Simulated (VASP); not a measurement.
# K (P6_3/mmc) in VASP: notebook

Runs on K. Level: BLYP. Tasks: single point.

All numbers are computed with VASP 6.6.1; they aren't measurements. Logs are shortened: lines on timing, memory, paths and dates and some standing lists are left out, and cuts for length are marked.

### 1 The cell of the first run

It takes space group P6_3/mmc (No. 194, hexagonal). The conventional cell has a = 4.760 Å, b = 4.760 Å, c = 7.740 Å, α = 90.00°, β = 90.00°, γ = 120.00°.

This isn't the form of K at room conditions, which is bcc.

### 2 Single point, BLYP (75.93 Å³/atom)

Contents of INCAR:

```
SYSTEM = K
PREC     = Accurate       ! precision mode
ENCUT    = 520            ! plane-wave cutoff, eV
EDIFF    = 1E-6           ! SCF threshold, eV
ISMEAR   = -1             ! smearing method
SIGMA    = 0.1            ! smearing width, eV
LREAL    = .False.        ! projectors in reciprocal space
LASPH    = .True.         ! aspherical terms in the spheres
NELM     = 60             ! most SCF steps
ALGO     = Normal         ! electronic algorithm
ISIF     = 2              ! what is computed and relaxed
LWAVE    = .False.        ! write WAVECAR
LCHARG   = .False.        ! write CHGCAR
GGA      = B5             ! functional
ALDAX    = 1.0          
AGGAX    = 1.0          
AGGAC    = 1.0          
ALDAC    = 0.0          
NBANDS   = 16             ! bands
```

Contents of KPOINTS:

```
Automatic mesh
0
Gamma
  9 9 5
  0 0 0
```

Contents of POSCAR:

```
K
1.0
    4.7597049449      0.0000000000      0.0000000000
   -2.3798524724      4.1220253968      0.0000000000
    0.0000000000      0.0000000000      7.7399802911
K
2
Direct
    0.3333333333      0.6666666667      0.2500000000
    0.6666666667      0.3333333333      0.7500000000
```

Potentials or basis: VASP PAW PBE potentials, release 64 (K_sv).

Run with:

```console
$ cat potpaw_PBE.64/K_sv/POTCAR > POTCAR
$ mpirun -np 1 vasp_std > vasp.out
```

OUTCAR:

```text
SYSTEM = K
   PREC = Accurate
   ENCUT = 520
   EDIFF = 1E-6
   ISMEAR = -1
   LREAL = .False.
   LASPH = .True.
   NELM = 60
   ISIF = 2
   GGA = B5

 ion  position               nearest neighbor table
   1  0.333  0.667  0.250-
   2  0.667  0.333  0.750-

  LATTYP: Found a hexagonal cell.
 ALAT       =     4.7597049449
 C/A-ratio  =     1.6261470786

  Lattice vectors:

 A1 = (   4.7597049449,   0.0000000000,   0.0000000000)
 A2 = (  -2.3798524724,   4.1220253968,   0.0000000000)
 A3 = (   0.0000000000,   0.0000000000,   7.7399802911)

Analysis of symmetry for initial positions (statically):
=====================================================================
 Subroutine PRICEL returns:
 Original cell was already a primitive cell.

 Routine SETGRP: Setting up the symmetry group for a
 hexagonal supercell.

 Subroutine GETGRP returns: Found 24 space group operations
 (whereof 12 operations were pure point group operations)
 out of a pool of 24 trial point group operations.

The static configuration has the point symmetry D_3d.
 The point group associated with its full space group is D_6h.

Analysis of symmetry for dynamics (positions and initial velocities):
=====================================================================
 Subroutine PRICEL returns:
 Original cell was already a primitive cell.

 Routine SETGRP: Setting up the symmetry group for a
 hexagonal supercell.

 Subroutine GETGRP returns: Found 24 space group operations
 (whereof 12 operations were pure point group operations)
 out of a pool of 24 trial point group operations.

The dynamic configuration has the point symmetry D_3d.
 The point group associated with its full space group is D_6h.

 Subroutine INISYM returns: Found 24 space group operations
 (whereof 12 operations are pure point group operations),
 and found     1 'primitive' translations

----------------------------------------------------------------------------------------

                                     Primitive cell

  volume of cell :     151.8555

  direct lattice vectors                    reciprocal lattice vectors
     4.759704945  0.000000000  0.000000000     0.210097057  0.121299592  0.000000000
    -2.379852472  4.122025397  0.000000000     0.000000000  0.242599185  0.000000000
     0.000000000  0.000000000  7.739980291     0.000000000  0.000000000  0.129199295

  length of vectors
[... 81 lines left out ...]
   NELM   =     60;   NELMIN=  2; NELMDL= -5     # of ELM steps
   EDIFF  = 0.1E-05   stopping-criterion for ELM
   LREAL  =      F    real-space projection
   EDIFFG = 0.1E-04   stopping-criterion for IOM
   NSW    =      0    number of steps for IOM
   IBRION =     -1    ionic relax: 0-MD 1-quasi-New 2-CG
   NFREE  =      0    steps in history (QN), initial steepest desc. (CG)
   ISIF   =      2    stress and relaxation
   ISYM   =      2    0-nonsym 1-usesym 2-fastsym
   POTIM  = 0.5000    time-step for ionic-motion
   TEBEG  =    0.0;   TEEND  =   0.0 temperature during run
   PSTRESS=    0.0 pullay stress
   NELECT =      18.0000    total number of electrons
   NUPDOWN=      -1.0000    fix difference up-down
   EMIN   =  10.00;   EMAX   =-10.00  energy-range for DOS
   EFERMI =   0.00;   METHOD = LEGACY
   ISMEAR =    -1;   SIGMA  =   0.10  broadening in eV -4-tet -1-fermi 0-gaus
   EFERMI_NEDOS =   21; number of points for ismear=-14 and -15
   IALGO  =     38    algorithm
   IMIX   =      4    mixing-type and parameters
     AMIX     =   0.40;   BMIX     =  1.00
     AMIX_MAG =   1.60;   BMIX_MAG =  1.00
  volume/ion in A,a.u.               =      75.93       512.39
  Fermi-wavevector in a.u.,A,eV,Ry     =   0.804184  1.519688  8.799052  0.646712
  Thomas-Fermi vector in A             =   1.912193
   LORBIT       =      0    0 simple, 1 ext, 2 COOP (PROOUT), +10 PAW based schemes
   GGA     = B5    functional components
   LHFCALC =     F    Hartree Fock is set to
   AEXX    =    0.0000 exact exchange contribution
   IVDW    =     0    specifies the selected vdW correction
   LEPSILON=     F    determine dielectric tensor
   LRPA    =     F    only Hartree local field effects (RPA)
 non-spin polarized calculation
  energy-cutoff  :      520.00
  volume of cell :      151.86
 maximum number of plane-waves:      4119
 NGX is ok and might be reduce to    36
   NGX = 17   NGY = 17   NGZ = 29

 number of electron      18.0000003 magnetization

 Free energy of the ion-electron system (eV)
  ---------------------------------------------------
  ext. energy  EPLUGINS =         0.00000000
  ---------------------------------------------------
  free energy    TOTEN  =        -1.43828338 eV

  energy without entropy =       -1.38867690  energy(sigma->0) =       -1.41348014

 E-fermi :   0.2401     XC(G=0):  -5.1895

 val. band max:        0.1541124827   @ k =   0.1111   0.1111   0.2000
 cond. band min:       0.2604657405   @ k =   0.2222   0.0000   0.2000
 fundamental gap:      0.1063532578
 Fermi energy:         0.2400941977

 k-point     1 :       0.0000    0.0000    0.0000
  band No.  band energies     occupation
      1     -32.0386      2.00000
      2     -32.0353      2.00000
      3     -15.6353      2.00000
      4     -15.5849      2.00000
      5     -15.5849      2.00000
      6     -15.5763      2.00000
[... 433 lines left out ...]
      3     -15.6186      2.00000
      4     -15.6172      2.00000
      5     -15.6172      2.00000
      6     -15.6043      2.00000
[... 8 lines left out ...]
     15       3.5318      0.00000
     16       4.3798      0.00000

 [... further k-points ...]

------------------------ aborting loop because EDIFF is reached ----------------------------------------

  FORCE on cell =-STRESS in cart. coord.  units (eV):
  Direction    XX          YY          ZZ          XY          YZ          ZX
  --------------------------------------------------------------------------------------
  -------------------------------------------------------------------------------------
  Total       -0.0094402     -0.0094402      0.0384792     -0.0000000     -0.0000000      0.0000000
  in kB       -0.0996007     -0.0996007      0.4059811     -0.0000000     -0.0000000      0.0000000
  external PRESSURE =       0.0689265 kB  Pullay stress =       0.0000000 kB

 VOLUME and BASIS-vectors are now :
 -----------------------------------------------------------------------------
  energy-cutoff  :      520.00
  volume of cell :      151.86
      direct lattice vectors                 reciprocal lattice vectors
     4.759704945  0.000000000  0.000000000     0.210097057  0.121299592  0.000000000
    -2.379852472  4.122025397  0.000000000     0.000000000  0.242599185  0.000000000
     0.000000000  0.000000000  7.739980291     0.000000000  0.000000000  0.129199295

 POSITION                                       TOTAL-FORCE (eV/Angst)
 -----------------------------------------------------------------------------------
     -0.00000      2.74802      1.93500        -0.000000      0.000000     -0.000000
      2.37985      1.37401      5.80499         0.000000     -0.000000      0.000000
 -----------------------------------------------------------------------------------
    total drift:                               -0.000000      0.000000     -0.000000

  FREE ENERGIE OF THE ION-ELECTRON SYSTEM (eV)
  ---------------------------------------------------
  free  energy   TOTEN  =        -1.4382833817 eV

  energy  without entropy=       -1.3886768974  energy(sigma->0) =       -1.41348014
```

OSZICAR:

```text
N       E                     dE             d eps       ncg     rms          rms(c)
DAV:   1     0.111493861334E+03    0.11149E+03   -0.76658E+03  1152   0.887E+02
DAV:   2     0.718364127657E+01   -0.10431E+03   -0.10202E+03  1432   0.258E+02
DAV:   3    -0.109668830711E+01   -0.82803E+01   -0.82118E+01  2208   0.510E+01
DAV:   4    -0.143495294497E+01   -0.33826E+00   -0.33811E+00  1624   0.834E+00
DAV:   5    -0.144084239224E+01   -0.58894E-02   -0.58893E-02  1936   0.872E-01    0.340E+00
DAV:   6    -0.143812645148E+01    0.27159E-02   -0.34123E-03  1608   0.408E-01    0.216E+00
DAV:   7    -0.143795835861E+01    0.16809E-03   -0.84783E-03  2000   0.484E-01    0.115E-01
DAV:   8    -0.143813490113E+01   -0.17654E-03   -0.10674E-03  1632   0.247E-01    0.311E-02
DAV:   9    -0.143820917830E+01   -0.74277E-04   -0.11524E-04  1824   0.486E-02    0.150E-02
DAV:  10    -0.143826254756E+01   -0.53369E-04   -0.86053E-05  1392   0.267E-02    0.519E-03
DAV:  11    -0.143828290751E+01   -0.20360E-04   -0.77742E-05  1328   0.230E-02    0.247E-03
DAV:  12    -0.143828338165E+01   -0.47415E-06   -0.40082E-06  1368   0.568E-03
   1 F= -.14382834E+01 E0= -.14134801E+01  d E =-.496065E-01
```

stdout:

```text
POSCAR found type information on POSCAR K
 POSCAR found :  1 types and       2 ions
 scaLAPACK will be used
 -----------------------------------------------------------------------------
|                                                                             |
|                                                                             |
|     You enforced a specific xc type in the INCAR file but a different       |
|     I HOPE YOU KNOW WHAT YOU ARE DOING!                                     |
|                                                                             |
 -----------------------------------------------------------------------------

 LDA part: xc-table for (Slater(with rela. corr.)+VWN5), standard interpolation
 POSCAR, INCAR and KPOINTS ok, starting setup
 FFT: planning ... GRIDC
 FFT: planning ... GRID_SOFT
 FFT: planning ... GRID
 WAVECAR not read
 entering main loop
```

Run time: 51 s. Hardware: 1 thread of Intel Xeon Platinum 8488C (Sapphire Rapids), shared host; peak memory 0.27 GiB.

Results:

```
Free energy            : -1.4383 eV
Pressure               : 0.0 GPa
Band gap on the k mesh : zero (bands 9 and 10 overlap by 2.25 eV)
```

Levels at points of the mesh, in eV from the Fermi level:
```
           k point  band 5  band 6  band 7  band 8  band 9  band 10  band 11  band 12  band 13  band 14
(0.00, 0.00, 0.00)  -15.82  -15.82  -15.82  -15.82   -2.13     0.24     0.64     3.84     3.84     3.93
```

Caveat: the PAW data sets were made with another functional, which shifts forces and pressure a little.

### 3 Single point, BLYP (78.96 Å³/atom)

This run uses another cell than the first one, of 78.96 Å³/atom.

Contents of INCAR:

```
SYSTEM = K
PREC = Accurate ; ENCUT = 520
EDIFF = 1E-6 ; ISMEAR = -1
SIGMA = 0.1 ; LREAL = .FALSE.
LASPH = .TRUE. ; NELM = 100
ALGO = Normal ; ISIF = 2
LWAVE = .FALSE. ; LCHARG = .FALSE.
GGA = B5 ; ALDAX = 1.0
AGGAX = 1.0 ; AGGAC = 1.0
ALDAC = 0.0 ; NBANDS = 16
```

Contents of KPOINTS:

```
regular mesh
0
G
  9 9 5
  0 0 0
```

Contents of POSCAR:

```
K
1.0
    4.8223398243      0.0000000000      0.0000000000
   -2.4111699121      4.1762687935      0.0000000000
    0.0000000000      0.0000000000      7.8418338173
K
2
Direct
    0.3333333333      0.6666666667      0.2500000000
    0.6666666667      0.3333333333      0.7500000000
```

Potentials or basis: VASP PAW PBE potentials, release 64 (K_sv).

Run with:

```console
$ cat potpaw_PBE.64/K_sv/POTCAR > POTCAR
$ mpirun -np 1 vasp_std > vasp.out
```

It took 52 s on 1 thread of Intel Xeon Platinum 8488C (Sapphire Rapids), shared host; peak memory 0.28 GiB.

Results (log left out):

```yaml
Free_energy: -1.4367 eV
Pressure: -0.1 GPa
Band_gap_on_the_k_mesh: zero (bands 9 and 10 overlap by 2.23 eV)
```

Levels at points of the mesh, in eV from the Fermi level:
```tsv
k point	band 5	band 6	band 7	band 8	band 9	band 10	band 11	band 12	band 13	band 14
(0.00, 0.00, 0.00)	-15.85	-15.84	-15.84	-15.84	-2.07	0.24	0.63	3.81	3.81	3.89
```

Caveat: the PAW data sets were made with another functional, which shifts forces and pressure a little.

### 4 Single point, BLYP (82.00 Å³/atom)

This run uses another cell than the first one, of 82.00 Å³/atom.

Contents of INCAR:

```
PREC     = Accurate       # precision mode
ENCUT    = 520            # plane-wave cutoff, eV
EDIFF    = 1E-7           # SCF threshold, eV
ISMEAR   = -1             # smearing method
SIGMA    = 0.1            # smearing width, eV
LREAL    = F              # projectors in reciprocal space
LASPH    = T              # aspherical terms in the spheres
NELM     = 100            # most SCF steps
ALGO     = Normal         # electronic algorithm
ISIF     = 2              # what is computed and relaxed
LWAVE    = F              # write WAVECAR
LCHARG   = F              # write CHGCAR
GGA      = B5             # functional
ALDAX    = 1.0          
AGGAX    = 1.0          
AGGAC    = 1.0          
ALDAC    = 0.0          
NBANDS   = 16             # bands
```

Contents of KPOINTS:

```
regular mesh
0
Gamma
  9 9 5
```

Contents of POSCAR:

```
K
1.0
    4.8833885814      0.0000000000      0.0000000000
   -2.4416942907      4.2291385680      0.0000000000
    0.0000000000      0.0000000000      7.9411080753
K
2
Direct
    0.3333333333      0.6666666667      0.2500000000
    0.6666666667      0.3333333333      0.7500000000
```

Run with:

```console
$ cat potpaw_PBE.64/K_sv/POTCAR > POTCAR
$ mpirun -np 1 vasp_std > vasp.out
```

It took 60 s on 1 thread of Intel Xeon Platinum 8488C (Sapphire Rapids), shared host; peak memory 0.27 GiB.

The run converged. Its results:

- Free energy: -1.4312 eV
- Pressure: -0.2 GPa
- Band gap on the k mesh: zero (bands 9 and 10 overlap by 2.19 eV)

Levels at points of the mesh, in eV from the Fermi level:
```
           k point  band 6  band 7  band 8  band 9  band 10  band 11  band 12  band 13
(0.00, 0.00, 0.00)  -15.86  -15.86  -15.86   -2.02     0.23     0.62     3.77     3.77
```

Caveat: the PAW data sets were made with another functional, which shifts forces and pressure a little.

### 5 The runs side by side

```tsv
cell	gap on the mesh (eV)	pressure (GPa)
a = 4.760, b = 4.760, c = 7.740 Å, angles 90.0, 90.0, 120.0°, 2 atoms	none	0.0
a = 4.822, b = 4.822, c = 7.842 Å, angles 90.0, 90.0, 120.0°, 2 atoms	none	-0.1
a = 4.883, b = 4.883, c = 7.941 Å, angles 90.0, 90.0, 120.0°, 2 atoms	none	-0.2
```

Alike in all rows: task single point; level BLYP; potentials or basis VASP PAW PBE potentials, release 64 (K_sv); no spin polarisation; k mesh 9 × 9 × 5; cutoff (eV) 520; smearing fermi-dirac 0.1 eV.

Caveats: the PAW data sets were made with another functional, which shifts forces and pressure a little.

Absolute energies hang on the potentials; compare differences alone.
